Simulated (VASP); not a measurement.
**Lu: single point with PBE**

Lu:

```xyz
3
Lattice="5.4349 0.0000 0.0000 -2.7175 4.7068 0.0000 0.0000 0.0000 3.4105" Properties=species:S:1:pos:R:3 pbc="T T T"
Lu    2.7175    4.7068    0.0000
Lu    0.0000    3.1378    1.7052
Lu    2.7175    1.5689    1.7052
```

This isn't the form of Lu at room conditions, which is hcp.

```yaml
Program: VASP 6.6.1
Task: single point
Functional: PBE
Potentials_or_basis: VASP PAW PBE potentials, release 64 (Lu)
Cutoff: 520 eV
k_mesh: 8 × 8 × 10
Occupations: fermi-dirac, width 0.1 eV
Spin: no spin polarisation
```

```
Pressure               : 0.2 GPa
Band gap on the k mesh : zero (an odd number of electrons rules out a gap without spin polarisation)
```

Levels at points of the mesh, in eV from the Fermi level:
| k point | band 34 | band 35 | band 36 | band 37 | band 38 | band 39 | band 40 | band 41 | band 42 | band 43 |
| --- | --- | --- | --- | --- | --- | --- | --- | --- | --- | --- |
| (0.00, 0.00, 0.00) | -4.78 | -1.10 | -0.01 | -0.01 | 0.04 | 0.04 | 0.20 | 2.12 | 2.97 | 2.97 |
| (0.50, 0.00, 0.00) | -3.76 | -3.73 | -2.29 | 0.58 | 0.79 | 0.82 | 0.84 | 1.26 | 1.84 | 2.37 |
| (0.00, 0.00, 0.50) | -2.65 | -1.74 | -1.06 | -1.06 | -0.63 | -0.63 | 2.03 | 2.03 | 2.46 | 2.46 |
| (0.50, 0.00, 0.50) | -1.98 | -1.97 | -0.79 | -0.25 | -0.13 | -0.03 | 0.50 | 1.70 | 1.83 | 2.12 |

It took 98 s on 1 thread of AMD EPYC 9R45 96-Core Processor (Zen 5) (shared host), peak memory 0.29 GiB.

Caveat: spin-orbit coupling is left out, which moves the levels of the heavy elements.
